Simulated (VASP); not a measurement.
The system is BiH2.

```
Bi H
1.0
     3.34856    0.00000    0.00000
    -1.67428    2.89994    0.00000
     0.00000    0.00000    7.87628
Bi H
1 2
Direct
  0.00000 0.00000 0.50000
  0.00000 0.00000 0.04770
  0.00000 0.00000 0.95230
```

The cell was generated, and may not be a known phase.

```yaml
Program: VASP 6.6.1
Task: relaxation of cell and atoms
Functional: PBE
Potentials_or_basis: VASP PAW PBE potentials, release 64 (Bi_d, H)
Cutoff: 600 eV
k_mesh: 18 × 18 × 6
Occupations: gaussian, width 0.1 eV
Spin: no spin polarisation
```

At the start: pressure -0.7 GPa; volume 25.49 Å³/atom.

Q: How do energy, volume and symmetry change on relaxing?

A: Over 32 steps the energy falls by 3.6 meV/atom and the volume is 25.82 Å³/atom (+1.3 %); space group P6/mmm (No. 191, to 0.1 Å) before and after.

Step by step:
```
step  energy change (eV)  largest force (eV/Å)  pressure (GPa)  volume (Å³)
   1              0.0000                0.0012           -0.71        76.48
   2             -0.0071                0.0365           -0.32        75.24
   3             -0.0090                0.0644           -0.02        74.32
   4             -0.0090                0.0677            0.01        74.21
   5             -0.0086                0.1855            0.17        74.16
   6             -0.0091                0.0026            0.08        74.20
   7             -0.0092                0.0134            0.05        74.32
   8             -0.0094                0.0459            0.05        74.68
   9             -0.0097                0.1144            0.02        75.41
  10             -0.0097                0.1104            0.04        75.43
  11             -0.0098                0.0988            0.01        75.50
  12             -0.0099                0.0757           -0.03        75.64
  13             -0.0101                0.0295           -0.05        75.93
  14             -0.0102                0.0608           -0.13        76.49
  15             -0.0102                0.0437           -0.09        76.38
  16             -0.0102                0.0530           -0.11        76.44
  17             -0.0103                0.0505           -0.13        76.54
  18             -0.0104                0.0447           -0.12        76.77
  19             -0.0105                0.0314           -0.12        77.23
  20             -0.0106                0.0266           -0.09        77.40
  21             -0.0106                0.0159           -0.09        77.73
  22             -0.0107                0.0082           -0.03        77.59
  23             -0.0107                0.0112           -0.05        77.57
  24             -0.0107                0.0168           -0.05        77.54
  25             -0.0107                0.0281           -0.05        77.48
  26             -0.0106                0.0506            0.02        77.35
  27             -0.0106                0.0369           -0.01        77.43
  28             -0.0107                0.0337            0.00        77.45
  29             -0.0107                0.0309           -0.01        77.46
  30             -0.0107                0.0295           -0.01        77.47
  31             -0.0107                0.0260           -0.04        77.46
  32             -0.0107                0.0062           -0.03        77.46
```

Final structure:
```
CELL_PARAMETERS angstrom
3.29631 0.00000 0.00000
-1.64815 2.85468 0.00000
0.00000 0.00000 8.23186
ATOMIC_POSITIONS crystal
Bi 0.00000 0.00000 0.50000
H 0.00000 0.00000 0.04560
H 0.00000 0.00000 0.95440
```

Caveat: an odd number of electrons without spin polarisation forces a metal; a magnetic or distorted state may lie lower.
